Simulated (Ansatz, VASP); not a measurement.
One calculation of Ir, two programs

```xyz
2
Lattice="0.0000 -1.9352 -1.9352 0.0000 1.9352 -1.9352 3.8704 0.0000 0.0000" Properties=species:S:1:pos:R:3 pbc="T T T"
Ir    1.8202   -0.0618   -1.9352
Ir    0.1150    0.0618    0.0000
```

Change from the starting cell: mode 4 frozen in at -0.062 Å and mode 6 at -0.115 Å (largest displacements).

Alike in both runs: task single point; functional PBE; k mesh 16 × 16 × 12; occupations gaussian, width 0.15 eV; no spin polarisation.

|  | VASP | Ansatz |
| --- | --- | --- |
| version | VASP 6.6.1 | Ansatz 0.2.0 |
| potentials or method | VASP PAW PBE potentials, release 64 (Ir), cutoff 520 eV | scalar-relativistic, plane waves, PAW |
| valence electrons in the cell | 18 | 34 |

```csv
,VASP,Ansatz,Ansatz less VASP
gap on the k mesh at the Fermi level (eV),none,none,-
pressure (GPa),11.8,11.1,-0.76
"traceless stress, the component that is largest in VASP (GPa)",8.91,8.90,-0.010
rms of the force components (eV/Å),1.946,1.923,-0.0223
```

Atom by atom the forces differ by 0.023 eV/Å (rms over components). A gap of «none» marks a metal or a gap that the smearing closes. VASP's potentials hold 18 valence electrons a cell and Ansatz's 34, so a difference there can come from the potentials and not from the codes.

Spin-orbit coupling is off throughout.
